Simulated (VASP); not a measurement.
# Sb (I4/mmm) in VASP: notebook

Runs on Sb. Level: PBE. Tasks: single point.

Program: VASP 6.6.1. These are calculated values, not measurements. Logs are shortened: lines on timing, memory, paths and dates and some standing lists are left out, and cuts for length are marked.

## Step 1: The cell of the first run

The structure is tetragonal, space group I4/mmm (No. 139). Conventional cell: a = 3.153 Å, b = 3.153 Å, c = 5.424 Å, α = 90.00°, β = 90.00°, γ = 90.00°. Sb (site symmetry 4/mmm) has 12 Sb at 3.15 to 3.51 Å within 4.1 Å.

## Step 2: Single point, PBE

INCAR

```
SYSTEM = Sb
ALGO     = Normal         ! electronic algorithm
EDIFF    = 1E-7           ! SCF threshold, eV
ENCUT    = 520            ! plane-wave cutoff, eV
GGA      = PE             ! functional
ISIF     = 2              ! what is computed and relaxed
ISMEAR   = 0              ! smearing method
LASPH    = .TRUE.         ! aspherical terms in the spheres
LCHARG   = .TRUE.         ! write CHGCAR
LELF     = .TRUE.         ! ELF
LREAL    = .FALSE.        ! projectors in reciprocal space
LVHAR    = .TRUE.       
LWAVE    = .FALSE.        ! write WAVECAR
NBANDS   = 8              ! bands
NELM     = 80             ! most SCF steps
PREC     = Accurate       ! precision mode
SIGMA    = 0.022          ! smearing width, eV
```

KPOINTS

```
k-points
0
G
  12 12 12
  0 0 0
```

POSCAR

```
Sb
1.0
   -1.5765401831      1.5765401831      2.7119384313
    1.5765401831     -1.5765401831      2.7119384313
    1.5765401831      1.5765401831     -2.7119384313
Sb
1
Direct
    0.0000000000      0.0000000000      0.0000000000
```

Potentials or basis: VASP PAW PBE potentials, release 64 (Sb).

The run is started by

```console
$ cat potpaw_PBE.64/Sb/POTCAR > POTCAR
$ mpirun -np 1 vasp_std > vasp.out
```

OUTCAR:

```text
SYSTEM = Sb
   EDIFF = 1E-7
   ENCUT = 520
   GGA = PE
   ISIF = 2
   ISMEAR = 0
   LASPH = .TRUE.
   LREAL = .FALSE.
   NELM = 80
   PREC = Accurate

 ion  position               nearest neighbor table
   1  0.000  0.000  0.000-

  LATTYP: Found a body centered tetragonal cell.
 ALAT       =     3.1530803662
 C/A-ratio  =     1.7201835135

  Lattice vectors:

 A1 = (  -1.5765401831,   1.5765401831,   2.7119384313)
 A2 = (   1.5765401831,  -1.5765401831,   2.7119384313)
 A3 = (   1.5765401831,   1.5765401831,  -2.7119384313)

Analysis of symmetry for initial positions (statically):
=====================================================================
 Subroutine PRICEL returns:
 Original cell was already a primitive cell.

 Routine SETGRP: Setting up the symmetry group for a
 body centered tetragonal supercell.

 Subroutine GETGRP returns: Found 16 space group operations
 (whereof 16 operations were pure point group operations)
 out of a pool of 16 trial point group operations.

The static configuration has the point symmetry D_4h.

Analysis of symmetry for dynamics (positions and initial velocities):
=====================================================================
 Subroutine PRICEL returns:
 Original cell was already a primitive cell.

 Routine SETGRP: Setting up the symmetry group for a
 body centered tetragonal supercell.

 Subroutine GETGRP returns: Found 16 space group operations
 (whereof 16 operations were pure point group operations)
 out of a pool of 16 trial point group operations.

The dynamic configuration has the point symmetry D_4h.

 Subroutine INISYM returns: Found 16 space group operations
 (whereof 16 operations are pure point group operations),
 and found     1 'primitive' translations

----------------------------------------------------------------------------------------

                                     Primitive cell

  volume of cell :      26.9619

  direct lattice vectors                    reciprocal lattice vectors
    -1.576540183  1.576540183  2.711938431     0.000000000  0.317150178  0.184369967
     1.576540183 -1.576540183  2.711938431     0.317150178  0.000000000  0.184369967
     1.576540183  1.576540183 -2.711938431     0.317150178  0.317150178  0.000000000
[... 75 lines left out ...]
   ICHARG =      2    charge: 1-file 2-atom 10-const
   ISPIN  =      1    spin polarized calculation?
   LNONCOLLINEAR =      F non collinear calculations
   LSORBIT =      F    spin-orbit coupling
   LASPH  =      T    aspherical Exc in radial PAW
   ENCUT  =  520.0 eV  38.22 Ry    6.18 a.u.   6.53  6.53  6.53*2*pi/ulx,y,z
   NELM   =     80;   NELMIN=  2; NELMDL= -5     # of ELM steps
   EDIFF  = 0.1E-06   stopping-criterion for ELM
   LREAL  =      F    real-space projection
   EDIFFG = 0.1E-05   stopping-criterion for IOM
   NSW    =      0    number of steps for IOM
   IBRION =     -1    ionic relax: 0-MD 1-quasi-New 2-CG
   NFREE  =      0    steps in history (QN), initial steepest desc. (CG)
   ISIF   =      2    stress and relaxation
   ISYM   =      2    0-nonsym 1-usesym 2-fastsym
   POTIM  = 0.5000    time-step for ionic-motion
   TEBEG  =    0.0;   TEEND  =   0.0 temperature during run
   PSTRESS=    0.0 pullay stress
   NELECT =       5.0000    total number of electrons
   NUPDOWN=      -1.0000    fix difference up-down
   EMIN   =  10.00;   EMAX   =-10.00  energy-range for DOS
   EFERMI =   0.00;   METHOD = LEGACY
   ISMEAR =     0;   SIGMA  =   0.02  broadening in eV -4-tet -1-fermi 0-gaus
   EFERMI_NEDOS =   21; number of points for ismear=-14 and -15
   IALGO  =     38    algorithm
   IMIX   =      4    mixing-type and parameters
     AMIX     =   0.40;   BMIX     =  1.00
     AMIX_MAG =   1.60;   BMIX_MAG =  1.00
  volume/ion in A,a.u.               =      26.96       181.95
  Fermi-wavevector in a.u.,A,eV,Ry     =   0.933573  1.764197 11.858269  0.871558
  Thomas-Fermi vector in A             =   2.060288
   LORBIT       =      0    0 simple, 1 ext, 2 COOP (PROOUT), +10 PAW based schemes
   GGA     = PE    functional components
   LHFCALC =     F    Hartree Fock is set to
   AEXX    =    0.0000 exact exchange contribution
   IVDW    =     0    specifies the selected vdW correction
   LEPSILON=     F    determine dielectric tensor
   LRPA    =     F    only Hartree local field effects (RPA)
 non-spin polarized calculation
 Gauss-broadening in eV      SIGMA  =   0.02
  energy-cutoff  :      520.00
  volume of cell :       26.96
 maximum number of plane-waves:       748
 NGX is ok and might be reduce to    28
   NGX = 13   NGY = 13   NGZ = 13

 number of electron       5.0000000 magnetization

 Free energy of the ion-electron system (eV)
  ---------------------------------------------------
  ext. energy  EPLUGINS =         0.00000000
  ---------------------------------------------------
  free energy    TOTEN  =        -3.83939820 eV

  energy without entropy =       -3.83910750  energy(sigma->0) =       -3.83925285

 E-fermi :   8.5485     XC(G=0): -10.2151

 val. band max:        8.5449912533   @ k =   0.3333   0.1667   0.0833
 cond. band min:       8.5657915193   @ k =  -0.3333   0.5000   0.0833
 fundamental gap:      0.0208002659
 Fermi energy:         8.5485013397

 k-point     1 :       0.0000    0.0000    0.0000
  band No.  band energies     occupation
      1      -4.4332      2.00000
      2      13.1550      0.00000
      3      13.9521      0.00000
      4      13.9521      0.00000
      5      17.8733      0.00000
      6      19.1537      0.00000
      7      19.1570      0.00000
      8      19.2456      0.00000
[... 243 lines left out ...]
 k-point    24 :      -0.4167    0.1667    0.0000
  band No.  band energies     occupation
      1      -1.2382      2.00000
      2       4.9067      2.00000
      3       9.8115      0.00000
      4      11.3093      0.00000
      5      15.1290      0.00000
      6      16.9180      0.00000
      7      18.9901      0.00000
      8      22.2708      0.00000

 [... further k-points ...]
[... 5 lines left out ...]
  --------------------------------------------------------------------------------------
  -------------------------------------------------------------------------------------
  Total        0.3244646      0.3244646      0.2013134      0.0000000      0.0000000      0.0000000
  in kB       19.2809282     19.2809282     11.9628154      0.0000000      0.0000000      0.0000000
  external PRESSURE =      16.8415573 kB  Pullay stress =       0.0000000 kB

 VOLUME and BASIS-vectors are now :
 -----------------------------------------------------------------------------
  energy-cutoff  :      520.00
  volume of cell :       26.96
      direct lattice vectors                 reciprocal lattice vectors
    -1.576540183  1.576540183  2.711938431     0.000000000  0.317150178  0.184369967
     1.576540183 -1.576540183  2.711938431     0.317150178  0.000000000  0.184369967
     1.576540183  1.576540183 -2.711938431     0.317150178  0.317150178  0.000000000

 POSITION                                       TOTAL-FORCE (eV/Angst)
 -----------------------------------------------------------------------------------
      0.00000      0.00000      0.00000        -0.000000     -0.000000      0.000000
 -----------------------------------------------------------------------------------
    total drift:                                0.000000      0.000000      0.000000

  FREE ENERGIE OF THE ION-ELECTRON SYSTEM (eV)
  ---------------------------------------------------
  free  energy   TOTEN  =        -3.8393982033 eV

  energy  without entropy=       -3.8391074975  energy(sigma->0) =       -3.83925285
```

OSZICAR:

```text
N       E                     dE             d eps       ncg     rms          rms(c)
DAV:   1     0.494842316563E+01    0.49484E+01   -0.16749E+03  2648   0.408E+02
DAV:   2    -0.374602525280E+01   -0.86944E+01   -0.84116E+01  3664   0.518E+01
DAV:   3    -0.384438752779E+01   -0.98362E-01   -0.98228E-01  3008   0.615E+00
DAV:   4    -0.384472654690E+01   -0.33902E-03   -0.33902E-03  4032   0.450E-01
DAV:   5    -0.384472699696E+01   -0.45006E-06   -0.45007E-06  3392   0.109E-02    0.178E+00
DAV:   6    -0.384119999979E+01    0.35270E-02   -0.21833E-03  3240   0.239E-01    0.102E+00
DAV:   7    -0.383938502775E+01    0.18150E-02   -0.45948E-03  3136   0.349E-01    0.548E-02
DAV:   8    -0.383939831403E+01   -0.13286E-04   -0.94141E-05  3544   0.713E-02    0.906E-03
DAV:   9    -0.383939887298E+01   -0.55895E-06   -0.11918E-06  3760   0.809E-03    0.355E-03
DAV:  10    -0.383939829500E+01    0.57799E-06   -0.69554E-08  3456   0.149E-03    0.603E-04
DAV:  11    -0.383939820325E+01    0.91743E-07   -0.36704E-09  1840   0.402E-04
   1 F= -.38393982E+01 E0= -.38392529E+01  d E =-.290706E-03
```

stdout:

```text
POSCAR found type information on POSCAR Sb
 POSCAR found :  1 types and       1 ions
 scaLAPACK will be used
 LDA part: xc-table for (Slater+PW92), standard interpolation
 POSCAR, INCAR and KPOINTS ok, starting setup
 FFT: planning ... GRIDC
 FFT: planning ... GRID_SOFT
 FFT: planning ... GRID
 WAVECAR not read
 entering main loop
```

It took 18 s on 1 thread of Intel Xeon 6975P-C (Granite Rapids), shared host; peak memory 0.17 GiB.

Results:

```
Free energy : -3.8394 eV
Pressure    : 1.7 GPa
```

Stress tensor (GPa, compression positive):
```
1.93 0.00 0.00
0.00 1.93 0.00
0.00 0.00 1.20
```

Caveat: spin-orbit coupling is left out, which moves the levels of the heavy elements.

## Step 3: Single point, PBE

INCAR

```
SYSTEM = Sb
PREC     = Accurate       ! precision mode
ENCUT    = 520            ! plane-wave cutoff, eV
EDIFF    = 1E-6           ! SCF threshold, eV
ISMEAR   = 0              ! smearing method
SIGMA    = 0.024          ! smearing width, eV
LREAL    = .False.        ! projectors in reciprocal space
LASPH    = .True.         ! aspherical terms in the spheres
NELM     = 100            ! most SCF steps
ALGO     = Normal         ! electronic algorithm
ISIF     = 2              ! what is computed and relaxed
LWAVE    = .False.        ! write WAVECAR
LCHARG   = .False.        ! write CHGCAR
GGA      = PE             ! functional
NBANDS   = 8              ! bands
```

KPOINTS

```
regular mesh
0
Gamma
  12 12 12
  0 0 0
```

POSCAR is that of step 2.

Potentials or basis: VASP PAW PBE potentials, release 64 (Sb).

The run is started by

```console
$ cat potpaw_PBE.64/Sb/POTCAR > POTCAR
$ mpirun -np 1 vasp_std > vasp.out
```

Wall time 16 s (1 thread of Intel Xeon 6975P-C (Granite Rapids), shared host); peak memory 0.17 GiB.

It converged, with:

| Quantity | Value |
| --- | --- |
| Free energy | -3.8394 eV |
| Pressure | 1.7 GPa |

Stress tensor (GPa, compression positive):
```
1.92 0.00 0.00
0.00 1.92 0.00
0.00 0.00 1.21
```

Levels at points of the mesh, in eV from the Fermi level:
| k point | band 1 | band 2 | band 3 | band 4 | band 5 | band 6 |
| --- | --- | --- | --- | --- | --- | --- |
| (0.00, 0.00, 0.00) | -12.98 | 4.61 | 5.40 | 5.40 | 9.33 | 10.61 |
| (0.50, 0.00, 0.00) | -9.16 | -5.83 | 1.74 | 5.34 | 6.08 | 10.15 |
| (0.50, 0.50, 0.00) | -6.68 | -4.43 | -1.05 | 0.56 | 3.43 | 4.32 |
| (0.50, 0.50, 0.50) | -9.30 | -5.70 | 2.08 | 2.08 | 5.84 | 6.07 |

Caveat: spin-orbit coupling is left out, which moves the levels of the heavy elements.
